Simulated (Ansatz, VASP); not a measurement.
Cr3Co in VASP and in Ansatz

```
CELL_PARAMETERS angstrom
3.56549 0.00000 0.00000
0.00000 3.56549 0.00000
0.00000 0.00000 3.56549
ATOMIC_POSITIONS crystal
Cr 0.00000 0.50000 0.50000
Cr 0.50000 0.00000 0.50000
Cr 0.50000 0.50000 0.00000
Co 0.00000 0.00000 0.00000
```

Alike in both runs: functional PBE; k mesh 12 × 12 × 12; occupations gaussian, width 0.1 eV; no spin polarisation.

Ansatz relaxed the structure, and its values are those at the end. VASP's run is a single point on that final structure, the one shown.

|  | VASP | Ansatz |
| --- | --- | --- |
| version | VASP 6.6.1 | Ansatz 0.2.0 |
| potentials or method | VASP PAW PBE potentials, release 64 (Cr_pv, Co), cutoff 520 eV | scalar-relativistic, plane waves, PAW |
| valence electrons in the cell | 45 | 59 |

```csv
,VASP,Ansatz,Ansatz less VASP
gap on the k mesh at the Fermi level (eV),none,none,-
pressure (GPa),-0.6,0.0,+0.65
```

A gap of «none» marks a metal or a gap that the smearing closes. VASP's potentials hold 45 valence electrons a cell and Ansatz's 59, so a difference there can come from the potentials and not from the codes.
